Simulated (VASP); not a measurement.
Here is a VASP 6.6.1 calculation.

The input INCAR:

```
  PREC = Accurate
  ENCUT = 520
  EDIFF = 1E-6
  ISMEAR = -1
  SIGMA = 0.02
  LREAL = False
  LASPH = True
  NELM = 120
  ALGO = Normal
  ISIF = 2
  LWAVE = False
  LCHARG = False
  LDIPOL = True
  IDIPOL = 3
  DIPOL = 0.5 0.5 0.347
  GGA = PE
  NBANDS = 22
  GGA_COMPAT = False
  NELMDL = -8
```

KPOINTS

```
Automatic mesh
0
Gamma
  12 12 1
```

The input POSCAR:

```
As
1.0
    3.5927833179      0.0000000000      0.0000000000
   -1.7963916589      3.0959618145      0.0000000000
    0.0000000000      0.0000000000     26.4156438000
As
2
Direct
    0.3331995269      0.6663990537      0.3206637295
    0.6668004731      0.3336009463      0.3724036831
```

Potentials or basis: VASP PAW PBE potentials, release 64 (As_d).

The run is started by

```console
$ cat potpaw_PBE.64/As_d/POTCAR > POTCAR
$ mpirun -np 1 vasp_std > vasp.out
```

(1) What does it give for the largest force?

(2) What does it give for the band gap on the k mesh?

Results:

(1) 0.419 eV/Å.

(2) 1.66 eV (least direct gap 2.03 eV).

Caveat: the cell differs from its parent crystal (uniaxial x strain +0.5%).
